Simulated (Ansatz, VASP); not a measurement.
**One calculation of Si3As, two programs**

File INCAR:

```
PREC     = Accurate       # precision mode
ENCUT    = 600            # plane-wave cutoff, eV
EDIFF    = 1E-6           # SCF threshold, eV
ISMEAR   = 0              # smearing method
SIGMA    = 0.1            # smearing width, eV
LREAL    = F              # projectors in reciprocal space
LASPH    = T              # aspherical terms in the spheres
NELM     = 60             # most SCF steps
ALGO     = Normal         # electronic algorithm
ISIF     = 3              # what is computed and relaxed
LWAVE    = F              # write WAVECAR
LCHARG   = F              # write CHGCAR
GGA      = PE             # functional
IBRION   = 2              # ionic algorithm
NSW      = 90             # ionic steps
EDIFFG   = -0.04          # ionic threshold
```

The input KPOINTS:

```
regular mesh
0
Gamma
  6 6 4
```

File POSCAR:

```
Si3As
1.0
    3.2833407800      0.0000000000      0.0000000000
    0.0000000000      3.2833407800      0.0000000000
    0.0000000000      0.0000000000      6.3406148700
Si As
3 1
Direct
    0.5000000000      0.5000000000      0.2365449100
    0.5000000000      0.5000000000      0.7634550900
    0.0000000000      0.0000000000      0.5000000000
    0.0000000000      0.0000000000      0.0000000000
```

Input for Ansatz:

```yaml
crystal:
  lattice:
    - [3.28334078, 0.0, 0.0]
    - [0.0, 3.28334078, 0.0]
    - [0.0, 0.0, 6.34061487]
  atoms:
    - { symbol: Si, position: [0.5, 0.5, 0.23654491] }
    - { symbol: Si, position: [0.5, 0.5, 0.76345509] }
    - { symbol: Si, position: [0.0, 0.0, 0.5] }
    - { symbol: As, position: [0.0, 0.0, 0.0] }
basis:
  ecutwfc: 420
kpoints:
  mp_grid: { grid: [6, 6, 4] }
hamiltonian:
  xc: pbe
scf:
  occupations: { method: gaussian, width: 0.1 }
  lower_state_search: "off"
output:
  forces: true
  stress: true
  eigenvalues: true
relax:
  adjacent_minimum: "off"
  f_tol: 0.04
  max_steps: 70
  cell: { stress_tol: 0.4 }
```

Change from the starting cell: species swapped into the HgPb3 type (P4/mmm, No. 123).

Alike in both runs: task relaxation of cell and atoms; functional PBE; k mesh 6 × 6 × 4; occupations gaussian, width 0.1 eV; no spin polarisation.

|  | VASP | Ansatz |
| --- | --- | --- |
| version | VASP 6.6.1 | Ansatz 0.2.0 |
| potentials or method | VASP PAW PBE potentials, release 64 (Si, As), cutoff 600 eV | scalar-relativistic, plane waves, PAW |
| valence electrons in the cell | 17 | 27 |

```csv
,VASP,Ansatz,Ansatz less VASP
"gap on the k mesh at the Fermi level, each at its own relaxed structure (eV)",none,none,-
relaxed volume (Å³/atom),15.95,15.83,-0.120
relaxed cell length with the largest relative difference (Å),5.859,6.002,+0.1436
```

A gap of «none» marks a metal or a gap that the smearing closes. VASP's potentials hold 17 valence electrons a cell and Ansatz's 27, so a difference there can come from the potentials and not from the codes.

Noted on VASP's run: too few bands were computed for a metal, which touches its energy and stress.
